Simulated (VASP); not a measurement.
# SnTe (Pm-3m) in VASP: further runs

SnTe is run at these levels: PBEsol, LDA; tasks: single point.

All numbers are computed with VASP 6.6.1; they aren't measurements. Logs are shortened: lines on timing, memory, paths and dates and some standing lists are left out, and cuts for length are marked.

### Step 1. The cell of the first run

Symmetry: Pm-3m, No. 221, cubic system. Conventional cell: a = 3.981 Å, b = 3.981 Å, c = 3.981 Å, α = 90.00°, β = 90.00°, γ = 90.00°. Within 4.5 Å of Te (site symmetry m-3m) lie 8 Sn at 3.45 Å and 6 Te at 3.98 Å. Sn (site symmetry m-3m) has 8 Te at 3.45 Å and 6 Sn at 3.98 Å within 4.5 Å.

### Step 2. Single point, PBEsol (volume scaled by 1.06)

The input, INCAR:

```
PREC     = Accurate       # precision mode
ENCUT    = 520            # plane-wave cutoff, eV
EDIFF    = 1E-6           # SCF threshold, eV
ISMEAR   = -1             # smearing method
SIGMA    = 0.05           # smearing width, eV
LREAL    = False          # projectors in reciprocal space
LASPH    = True           # aspherical terms in the spheres
NELM     = 60             # most SCF steps
ALGO     = Normal         # electronic algorithm
ISIF     = 2              # what is computed and relaxed
LWAVE    = False          # write WAVECAR
LCHARG   = False          # write CHGCAR
GGA      = PS             # functional
NBANDS   = 17             # bands
```

The input, KPOINTS:

```
Automatic mesh
0
Gamma
  7 7 7
```

The input, POSCAR:

```
SnTe
1.0
    3.9812821877      0.0000000000      0.0000000000
    0.0000000000      3.9812821877      0.0000000000
    0.0000000000      0.0000000000      3.9812821877
Te Sn
1 1
Direct
    0.5000000000      0.5000000000      0.5000000000
    0.0000000000      0.0000000000      0.0000000000
```

Potentials or basis: VASP PAW PBE potentials, release 64 (Te, Sn_d).

Launch:

```
$ cat potpaw_PBE.64/Te/POTCAR potpaw_PBE.64/Sn_d/POTCAR > POTCAR
$ mpirun -np 1 vasp_std > vasp.out
```

OUTCAR:

```text
PREC = Accurate
   ENCUT = 520
   EDIFF = 1E-6
   ISMEAR = -1
   LREAL = False
   LASPH = True
   NELM = 60
   ISIF = 2
   GGA = PS

 ion  position               nearest neighbor table
   1  0.500  0.500  0.500-   2 3.45   2 3.45   2 3.45   2 3.45   2 3.45   2 3.45   2 3.45   2 3.45

   2  0.000  0.000  0.000-   1 3.45   1 3.45   1 3.45   1 3.45   1 3.45   1 3.45   1 3.45   1 3.45

  LATTYP: Found a simple cubic cell.
 ALAT       =     3.9812821877

  Lattice vectors:

 A1 = (   3.9812821877,   0.0000000000,   0.0000000000)
 A2 = (   0.0000000000,   3.9812821877,   0.0000000000)
 A3 = (   0.0000000000,   0.0000000000,   3.9812821877)

Analysis of symmetry for initial positions (statically):
=====================================================================
 Subroutine PRICEL returns:
 Original cell was already a primitive cell.

 Routine SETGRP: Setting up the symmetry group for a
 simple cubic supercell.

 Subroutine GETGRP returns: Found 48 space group operations
 (whereof 48 operations were pure point group operations)
 out of a pool of 48 trial point group operations.

The static configuration has the point symmetry O_h .

Analysis of symmetry for dynamics (positions and initial velocities):
=====================================================================
 Subroutine PRICEL returns:
 Original cell was already a primitive cell.

 Routine SETGRP: Setting up the symmetry group for a
 simple cubic supercell.

 Subroutine GETGRP returns: Found 48 space group operations
 (whereof 48 operations were pure point group operations)
 out of a pool of 48 trial point group operations.

The dynamic configuration has the point symmetry O_h .

 Subroutine INISYM returns: Found 48 space group operations
 (whereof 48 operations are pure point group operations),
 and found     1 'primitive' translations

----------------------------------------------------------------------------------------

                                     Primitive cell

  volume of cell :      63.1057

  direct lattice vectors                    reciprocal lattice vectors
     3.981282188  0.000000000  0.000000000     0.251175363  0.000000000  0.000000000
     0.000000000  3.981282188  0.000000000     0.000000000  0.251175363  0.000000000
     0.000000000  0.000000000  3.981282188     0.000000000  0.000000000  0.251175363

  length of vectors
     3.981282188  3.981282188  3.981282188     0.251175363  0.251175363  0.251175363

  position of ions in fractional coordinates (direct lattice)
     0.500000000  0.500000000  0.500000000
[... 72 lines left out ...]
   NELM   =     60;   NELMIN=  2; NELMDL= -5     # of ELM steps
   EDIFF  = 0.1E-05   stopping-criterion for ELM
   LREAL  =      F    real-space projection
   EDIFFG = 0.1E-04   stopping-criterion for IOM
   NSW    =      0    number of steps for IOM
   IBRION =     -1    ionic relax: 0-MD 1-quasi-New 2-CG
   NFREE  =      0    steps in history (QN), initial steepest desc. (CG)
   ISIF   =      2    stress and relaxation
   ISYM   =      2    0-nonsym 1-usesym 2-fastsym
   POTIM  = 0.5000    time-step for ionic-motion
   TEBEG  =    0.0;   TEEND  =   0.0 temperature during run
   PSTRESS=    0.0 pullay stress
   NELECT =      20.0000    total number of electrons
   NUPDOWN=      -1.0000    fix difference up-down
   EMIN   =  10.00;   EMAX   =-10.00  energy-range for DOS
   EFERMI =   0.00;   METHOD = LEGACY
   ISMEAR =    -1;   SIGMA  =   0.05  broadening in eV -4-tet -1-fermi 0-gaus
   EFERMI_NEDOS =   21; number of points for ismear=-14 and -15
   IALGO  =     38    algorithm
   IMIX   =      4    mixing-type and parameters
     AMIX     =   0.40;   BMIX     =  1.00
     AMIX_MAG =   1.60;   BMIX_MAG =  1.00
  volume/ion in A,a.u.               =      31.55       212.93
  Fermi-wavevector in a.u.,A,eV,Ry     =   1.116165  2.109247 16.950479  1.245825
  Thomas-Fermi vector in A             =   2.252777
   LORBIT       =      0    0 simple, 1 ext, 2 COOP (PROOUT), +10 PAW based schemes
   GGA     = PS    functional components
   LHFCALC =     F    Hartree Fock is set to
   AEXX    =    0.0000 exact exchange contribution
   IVDW    =     0    specifies the selected vdW correction
   LEPSILON=     F    determine dielectric tensor
   LRPA    =     F    only Hartree local field effects (RPA)
 non-spin polarized calculation
  energy-cutoff  :      520.00
  volume of cell :       63.11
 maximum number of plane-waves:      1743
 NGX is ok and might be reduce to    30
   NGX = 15   NGY = 15   NGZ = 15

 number of electron      20.0000013 magnetization

 Free energy of the ion-electron system (eV)
  ---------------------------------------------------
  ext. energy  EPLUGINS =         0.00000000
  ---------------------------------------------------
  free energy    TOTEN  =        -7.79767208 eV

  energy without entropy =       -7.77515421  energy(sigma->0) =       -7.78641314

 E-fermi :   6.1830     XC(G=0):  -9.7533

 val. band max:        6.1301286722   @ k =   0.4286   0.4286   0.2857
 cond. band min:       6.1857940344   @ k =   0.4286   0.2857   0.0000
 fundamental gap:      0.0556653622
 Fermi energy:         6.1830134125

 k-point     1 :       0.0000    0.0000    0.0000
  band No.  band energies     occupation
      1     -15.3030      2.00000
      2     -15.3030      2.00000
      3     -15.2717      2.00000
      4     -15.2717      2.00000
      5     -15.2717      2.00000
      6      -5.7522      2.00000
[... 377 lines left out ...]
      4     -15.2633      2.00000
      5     -15.2633      2.00000
      6      -3.6647      2.00000
[... 9 lines left out ...]
     16      18.4688      0.00000
     17      20.3102      0.00000

------------------------ aborting loop because EDIFF is reached ----------------------------------------

  FORCE on cell =-STRESS in cart. coord.  units (eV):
  Direction    XX          YY          ZZ          XY          YZ          ZX
  --------------------------------------------------------------------------------------
  -------------------------------------------------------------------------------------
  Total       -2.0215277     -2.0215277     -2.0215277     -0.0000000      0.0000000     -0.0000000
  in kB      -51.3241076    -51.3241076    -51.3241076     -0.0000000      0.0000000     -0.0000000
  external PRESSURE =     -51.3241076 kB  Pullay stress =       0.0000000 kB

 VOLUME and BASIS-vectors are now :
 -----------------------------------------------------------------------------
  energy-cutoff  :      520.00
  volume of cell :       63.11
      direct lattice vectors                 reciprocal lattice vectors
     3.981282188  0.000000000  0.000000000     0.251175363  0.000000000  0.000000000
     0.000000000  3.981282188  0.000000000     0.000000000  0.251175363  0.000000000
     0.000000000  0.000000000  3.981282188     0.000000000  0.000000000  0.251175363

 POSITION                                       TOTAL-FORCE (eV/Angst)
 -----------------------------------------------------------------------------------
      1.99064      1.99064      1.99064         0.000000      0.000000      0.000000
      0.00000      0.00000      0.00000         0.000000      0.000000      0.000000
 -----------------------------------------------------------------------------------
    total drift:                                0.000000     -0.000000     -0.000000

  FREE ENERGIE OF THE ION-ELECTRON SYSTEM (eV)
  ---------------------------------------------------
  free  energy   TOTEN  =        -7.7976720805 eV

  energy  without entropy=       -7.7751542058  energy(sigma->0) =       -7.78641314
```

stdout:

```text
POSCAR found type information on POSCAR TeSn
 POSCAR found :  2 types and       2 ions
 scaLAPACK will be used
 -----------------------------------------------------------------------------
|                                                                             |
|                                                                             |
|     You enforced a specific xc type in the INCAR file but a different       |
|     I HOPE YOU KNOW WHAT YOU ARE DOING!                                     |
|                                                                             |
 -----------------------------------------------------------------------------

 LDA part: xc-table for (Slater+PW92), standard interpolation
 POSCAR, INCAR and KPOINTS ok, starting setup
 FFT: planning ... GRIDC
 FFT: planning ... GRID_SOFT
 FFT: planning ... GRID
 WAVECAR not read
 entering main loop
```

Run time: 15 s. Hardware: 1 thread of Intel Xeon 6975P-C, shared host; peak memory 0.18 GiB.

Results:

- Free energy: -7.7977 eV
- Pressure: -5.1 GPa
- Band gap on the k mesh: zero (band 10 reaches 6.41 eV, above the bottom of band 11 at 5.47 eV)

Caveat: the cell differs from its parent crystal (volume scaled by 1.06); the PAW data sets were made with another functional, which shifts forces and pressure a little; spin-orbit coupling is left out, which moves the levels of the heavy elements.

### Step 3. Single point, LDA

This run uses another cell than the first one, of 29.77 Å³/atom, 0.943 times its volume.

The input, INCAR:

```
PREC     = Accurate       # precision mode
ENCUT    = 520            # plane-wave cutoff, eV
EDIFF    = 1E-7           # SCF threshold, eV
ISMEAR   = -1             # smearing method
SIGMA    = 0.05           # smearing width, eV
LREAL    = False          # projectors in reciprocal space
LASPH    = True           # aspherical terms in the spheres
NELM     = 80             # most SCF steps
ALGO     = Normal         # electronic algorithm
ISIF     = 2              # what is computed and relaxed
LWAVE    = False          # write WAVECAR
LCHARG   = False          # write CHGCAR
NBANDS   = 17             # bands
```

The input, KPOINTS:

```
regular mesh
0
Gamma
  7 7 7
```

The input, POSCAR:

```
SnTe
1.0
    3.9047000000      0.0000000000      0.0000000000
    0.0000000000      3.9047000000      0.0000000000
    0.0000000000      0.0000000000      3.9047000000
Te Sn
1 1
Direct
    0.5000000000      0.5000000000      0.5000000000
    0.0000000000      0.0000000000      0.0000000000
```

Potentials or basis: VASP PAW LDA potentials, release 64 (Te, Sn_d).

Launch:

```
$ cat potpaw_LDA.64/Te/POTCAR potpaw_LDA.64/Sn_d/POTCAR > POTCAR
$ mpirun -np 1 vasp_std > vasp.out
```

It took 11 s on 1 thread of AMD EPYC 7R13 (Zen 3), shared host; peak memory 0.13 GiB.

The run converged. Its results:

- Free energy: -8.3400 eV
- Pressure: -4.8 GPa
- Band gap on the k mesh: zero (band 10 reaches 7.02 eV, above the bottom of band 11 at 5.96 eV)

Levels at points of the mesh, in eV from the Fermi level:
```csv
k point,band 6,band 7,band 8,band 9,band 10,band 11,band 12,band 13,band 14,band 15
"(0.00, 0.00, 0.00)",-12.30,-5.36,-1.68,-1.68,-1.68,3.69,3.69,5.30,5.30,5.30
```

Caveat: spin-orbit coupling is left out, which moves the levels of the heavy elements.
